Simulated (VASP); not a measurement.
# Ru (I4_1/amd) in VASP: single point with PBE

Aim: the single point of Ru with PBE.

All numbers are computed with VASP 6.6.1; they aren't measurements. Logs are shortened: lines on timing, memory, paths and dates and some standing lists are left out, and cuts for length are marked.

## (1) The cell of the first run

The structure is tetragonal, space group I4_1/amd (No. 141). Conventional cell: a = 4.736 Å, b = 4.736 Å, c = 2.762 Å, α = 90.00°, β = 90.00°, γ = 90.00°. Ru (site symmetry -4m2) has 10 Ru at 2.47 to 3.15 Å within 3.3 Å.

## (2) Single point, PBE

Contents of INCAR:

```
PREC     = Accurate       # precision mode
ENCUT    = 520            # plane-wave cutoff, eV
EDIFF    = 1E-6           # SCF threshold, eV
ISMEAR   = -1             # smearing method
SIGMA    = 0.1            # smearing width, eV
LREAL    = F              # projectors in reciprocal space
LASPH    = T              # aspherical terms in the spheres
NELM     = 60             # most SCF steps
ALGO     = Normal         # electronic algorithm
ISIF     = 2              # what is computed and relaxed
LWAVE    = F              # write WAVECAR
LCHARG   = F              # write CHGCAR
GGA      = PE             # functional
NBANDS   = 21             # bands
```

Contents of KPOINTS:

```
regular mesh
0
Gamma
  17 17 17
```

Contents of POSCAR:

```
Ru
1.0
   -2.3678413702      2.3678413702      1.3808599609
    2.3678413702     -2.3678413702      1.3808599609
    2.3678413702      2.3678413702     -1.3808599609
Ru
2
Direct
   -0.3750000000     -0.1250000000     -0.2500000000
    0.3750000000      0.1250000000      0.2500000000
```

Potentials or basis: VASP PAW PBE potentials, release 64 (Ru_pv).

Run with:

```console
> cat potpaw_PBE.64/Ru_pv/POTCAR > POTCAR
> mpirun -np 1 vasp_std > vasp.out
```

OUTCAR:

```text
PREC = Accurate
   ENCUT = 520
   EDIFF = 1E-6
   ISMEAR = -1
   LREAL = F
   LASPH = T
   NELM = 60
   ISIF = 2
   GGA = PE

 ion  position               nearest neighbor table
   1  0.625  0.875  0.750-   2 2.47   2 2.47   2 2.47   2 2.47   2 3.15   2 3.15   2 3.15   2 3.15

   2  0.375  0.125  0.250-   1 2.47   1 2.47   1 2.47   1 2.47   1 3.15   1 3.15   1 3.15   1 3.15

  LATTYP: Found a body centered tetragonal cell.
 ALAT       =     4.7356827404
 C/A-ratio  =     0.5831724955

  Lattice vectors:

 A1 = (  -2.3678413702,   2.3678413702,   1.3808599609)
 A2 = (   2.3678413702,  -2.3678413702,   1.3808599609)
 A3 = (   2.3678413702,   2.3678413702,  -1.3808599609)

Analysis of symmetry for initial positions (statically):
=====================================================================
 Subroutine PRICEL returns:
 Original cell was already a primitive cell.

 Routine SETGRP: Setting up the symmetry group for a
 body centered tetragonal supercell.

 Subroutine GETGRP returns: Found 16 space group operations
 (whereof  4 operations were pure point group operations)
 out of a pool of 16 trial point group operations.

The static configuration has the point symmetry C_2h.
 The point group associated with its full space group is D_4h.

Analysis of symmetry for dynamics (positions and initial velocities):
=====================================================================
 Subroutine PRICEL returns:
 Original cell was already a primitive cell.

 Routine SETGRP: Setting up the symmetry group for a
 body centered tetragonal supercell.

 Subroutine GETGRP returns: Found 16 space group operations
 (whereof  4 operations were pure point group operations)
 out of a pool of 16 trial point group operations.

The dynamic configuration has the point symmetry C_2h.
 The point group associated with its full space group is D_4h.

 Subroutine INISYM returns: Found 16 space group operations
 (whereof  4 operations are pure point group operations),
 and found     1 'primitive' translations

----------------------------------------------------------------------------------------

                                     Primitive cell

  volume of cell :      30.9681

  direct lattice vectors                    reciprocal lattice vectors
    -2.367841370  2.367841370  1.380859961     0.000000000  0.211162794  0.362093199
     2.367841370 -2.367841370  1.380859961     0.211162794  0.000000000  0.362093199
     2.367841370  2.367841370 -1.380859961     0.211162794  0.211162794  0.000000000

  length of vectors
     3.622170584  3.622170584  3.622170584     0.419167282  0.419167282  0.298629287

  position of ions in fractional coordinates (direct lattice)
     0.625000000  0.875000000  0.750000000
     0.375000000  0.125000000  0.250000000

  ion indices of the primitive-cell ions
   primitive index   ion index
                 1           1
                 2           2

----------------------------------------------------------------------------------------

 KPOINTS: regular mesh

Automatic generation of k-mesh.
 Grid dimensions read from file:
 generate k-points for:   17   17   17

 Generating k-lattice:

  Cartesian coordinates                     Fractional coordinates (reciprocal lattice)
     0.000000000  0.012421341  0.021299600     0.058823529  0.000000000  0.000000000
     0.012421341  0.000000000  0.021299600     0.000000000  0.058823529  0.000000000
     0.012421341  0.012421341  0.000000000     0.000000000  0.000000000  0.058823529

  Length of vectors
     0.024656899  0.024656899  0.017566429

  Shift w.r.t. Gamma in fractional coordinates (k-lattice)
     0.000000000  0.000000000  0.000000000

 Subroutine IBZKPT returns following result:
 ===========================================

 Found    405 irreducible k-points:

 Following reciprocal coordinates:
            Coordinates               Weight
  0.000000  0.000000  0.000000      1.000000
  0.058824 -0.000000  0.000000      8.000000
  0.117647 -0.000000  0.000000      8.000000
  0.176471  0.000000 -0.000000      8.000000
  0.235294 -0.000000  0.000000      8.000000
  0.294118 -0.000000  0.000000      8.000000
[... 16 lines left out ...]
 -0.176471  0.058824  0.000000     16.000000
 -0.117647  0.058824 -0.000000     16.000000
 [... further k-points ...]
   k-points           NKPTS =    405   k-points in BZ     NKDIM =    405   number of bands    NBANDS=     21
   number of dos      NEDOS =    301   number of ions     NIONS =      2
   total plane-waves  NPLWV =  21952
   dimension x,y,z NGX =    28 NGY =   28 NGZ =   28
   dimension x,y,z NGXF=    56 NGYF=   56 NGZF=   56
   ions per type =               2
   NGX,Y,Z   is equivalent  to a cutoff of  12.85, 12.85, 12.85 a.u.
   NGXF,Y,Z  is equivalent  to a cutoff of  25.70, 25.70, 25.70 a.u.
 SYSTEM =  unknown system
   PREC   = accura    normal or accurate (medium, high low for compatibility)
   ISTART =      0    job   : 0-new  1-cont  2-samecut
   ICHARG =      2    charge: 1-file 2-atom 10-const
   ISPIN  =      1    spin polarized calculation?
   LNONCOLLINEAR =      F non collinear calculations
   LSORBIT =      F    spin-orbit coupling
   LASPH  =      T    aspherical Exc in radial PAW
   ENCUT  =  520.0 eV  38.22 Ry    6.18 a.u.   6.73  6.73  6.73*2*pi/ulx,y,z
   NELM   =     60;   NELMIN=  2; NELMDL= -5     # of ELM steps
   EDIFF  = 0.1E-05   stopping-criterion for ELM
   LREAL  =      F    real-space projection
   EDIFFG = 0.1E-04   stopping-criterion for IOM
   NSW    =      0    number of steps for IOM
   IBRION =     -1    ionic relax: 0-MD 1-quasi-New 2-CG
   NFREE  =      0    steps in history (QN), initial steepest desc. (CG)
   ISIF   =      2    stress and relaxation
   ISYM   =      2    0-nonsym 1-usesym 2-fastsym
   POTIM  = 0.5000    time-step for ionic-motion
   TEBEG  =    0.0;   TEEND  =   0.0 temperature during run
   PSTRESS=    0.0 pullay stress
   NELECT =      28.0000    total number of electrons
   NUPDOWN=      -1.0000    fix difference up-down
   EMIN   =  10.00;   EMAX   =-10.00  energy-range for DOS
   EFERMI =   0.00;   METHOD = LEGACY
   ISMEAR =    -1;   SIGMA  =   0.10  broadening in eV -4-tet -1-fermi 0-gaus
   EFERMI_NEDOS =   21; number of points for ismear=-14 and -15
   IALGO  =     38    algorithm
   IMIX   =      4    mixing-type and parameters
     AMIX     =   0.40;   BMIX     =  1.00
     AMIX_MAG =   1.60;   BMIX_MAG =  1.00
  volume/ion in A,a.u.               =      15.48       104.49
  Fermi-wavevector in a.u.,A,eV,Ry     =   1.583030  2.991494 34.095995  2.505985
  Thomas-Fermi vector in A             =   2.682863
   LORBIT       =      0    0 simple, 1 ext, 2 COOP (PROOUT), +10 PAW based schemes
   GGA     = PE    functional components
   LHFCALC =     F    Hartree Fock is set to
   AEXX    =    0.0000 exact exchange contribution
   IVDW    =     0    specifies the selected vdW correction
   LEPSILON=     F    determine dielectric tensor
   LRPA    =     F    only Hartree local field effects (RPA)
 non-spin polarized calculation
  energy-cutoff  :      520.00
  volume of cell :       30.97
 maximum number of plane-waves:       874
   NGX = 13   NGY = 13   NGZ = 13

 number of electron      28.0000001 magnetization

 Free energy of the ion-electron system (eV)
  ---------------------------------------------------
  ext. energy  EPLUGINS =         0.00000000
  ---------------------------------------------------
  free energy    TOTEN  =       -16.69039761 eV

  energy without entropy =      -16.58619718  energy(sigma->0) =      -16.63829740

 E-fermi :  10.6687     XC(G=0): -13.2051

 val. band max:       10.6683515083   @ k =  -0.3529   0.1176  -0.0000
 cond. band min:      10.6694367021   @ k =  -0.1765   0.4706   0.1176
 fundamental gap:      0.0010851939
 Fermi energy:        10.6687056159

 k-point     1 :       0.0000    0.0000    0.0000
  band No.  band energies     occupation
      1     -32.5592      2.00000
      2     -32.5592      2.00000
      3     -31.7226      2.00000
      4     -31.6982      2.00000
      5     -31.5739      2.00000
      6     -31.5739      2.00000
[... 13 lines left out ...]
     20      21.6146      0.00000
     21      21.6160      0.00000

 k-point     2 :       0.0588   -0.0000    0.0000
  band No.  band energies     occupation
      1     -32.5589      2.00000
      2     -32.5494      2.00000
      3     -31.7405      2.00000
      4     -31.7136      2.00000
      5     -31.5784      2.00000
      6     -31.5725      2.00000
[... 13 lines left out ...]
     20      21.6146      0.00000
     21      21.6160      0.00000

 k-point     3 :       0.1176   -0.0000    0.0000
  band No.  band energies     occupation
      1     -32.5579      2.00000
      2     -32.5213      2.00000
      3     -31.7908      2.00000
      4     -31.7563      2.00000
      5     -31.5927      2.00000
      6     -31.5684      2.00000
[... 13 lines left out ...]
     20      21.6149      0.00000
     21      21.6160      0.00000

 k-point     4 :       0.1765    0.0000   -0.0000
  band No.  band energies     occupation
      1     -32.5563      2.00000
      2     -32.4792      2.00000
      3     -31.8673      2.00000
      4     -31.8159      2.00000
      5     -31.6177      2.00000
      6     -31.5622      2.00000
[... 13 lines left out ...]
     20      21.6155      0.00000
     21      21.6159      0.00000

 k-point     5 :       0.2353   -0.0000    0.0000
  band No.  band energies     occupation
      1     -32.5544      2.00000
      2     -32.4308      2.00000
      3     -31.9601      2.00000
      4     -31.8782      2.00000
      5     -31.6525      2.00000
      6     -31.5547      2.00000
[... 13 lines left out ...]
     20      21.6159      0.00000
     21      21.6163      0.00000
[... 382 lines left out ...]
     20      21.6158      0.00000
     21      21.6166      0.00000

 k-point    22 :      -0.2353    0.0588   -0.0000
  band No.  band energies     occupation
      1     -32.5568      2.00000
      2     -32.4313      2.00000
      3     -31.9035      2.00000
      4     -31.8068      2.00000
      5     -31.6495      2.00000
      6     -31.5613      2.00000
[... 13 lines left out ...]
     20      21.6158      0.00000
     21      21.6159      0.00000

 k-point    23 :      -0.1765    0.0588    0.0000
  band No.  band energies     occupation
      1     -32.5565      2.00000
      2     -32.4844      2.00000
      3     -31.8200      2.00000
      4     -31.7514      2.00000
      5     -31.6176      2.00000
      6     -31.5668      2.00000
[... 13 lines left out ...]
     20      21.6152      0.00000
     21      21.6159      0.00000

 k-point    24 :      -0.1176    0.0588   -0.0000
  band No.  band energies     occupation
      1     -32.5550      2.00000
      2     -32.5268      2.00000
      3     -31.7607      2.00000
      4     -31.7108      2.00000
      5     -31.5968      2.00000
      6     -31.5701      2.00000
[... 13 lines left out ...]
     20      21.6149      0.00000
     21      21.6159      0.00000

 [... further k-points ...]

------------------------ aborting loop because EDIFF is reached ----------------------------------------

  FORCE on cell =-STRESS in cart. coord.  units (eV):
  Direction    XX          YY          ZZ          XY          YZ          ZX
  --------------------------------------------------------------------------------------
  -------------------------------------------------------------------------------------
  Total        0.0326284      0.0326284     -0.0203469     -0.0000000     -0.0000000     -0.0000000
  in kB        1.6880764      1.6880764     -1.0526749     -0.0000000     -0.0000000     -0.0000000
  external PRESSURE =       0.7744927 kB  Pullay stress =       0.0000000 kB

 VOLUME and BASIS-vectors are now :
 -----------------------------------------------------------------------------
  energy-cutoff  :      520.00
  volume of cell :       30.97
      direct lattice vectors                 reciprocal lattice vectors
    -2.367841370  2.367841370  1.380859961     0.000000000  0.211162794  0.362093199
     2.367841370 -2.367841370  1.380859961     0.211162794  0.000000000  0.362093199
     2.367841370  2.367841370 -1.380859961     0.211162794  0.211162794  0.000000000

 POSITION                                       TOTAL-FORCE (eV/Angst)
 -----------------------------------------------------------------------------------
      2.36784      1.18392      1.03564        -0.000000      0.000000     -0.000000
      0.00000      1.18392      0.34521         0.000000     -0.000000      0.000000
 -----------------------------------------------------------------------------------
    total drift:                               -0.000000      0.000000     -0.000000

  FREE ENERGIE OF THE ION-ELECTRON SYSTEM (eV)
  ---------------------------------------------------
  free  energy   TOTEN  =       -16.6903976134 eV

  energy  without entropy=      -16.5861971849  energy(sigma->0) =      -16.63829740
```

Wall time 4.7 min (1 thread of Oxide Virtual Turin-like, shared host); peak memory 0.29 GiB.

What came out:

```
Free energy            : -16.6904 eV
Pressure               : 0.1 GPa
Band gap on the k mesh : zero (bands 14 and 15 overlap by 1.46 eV)
```
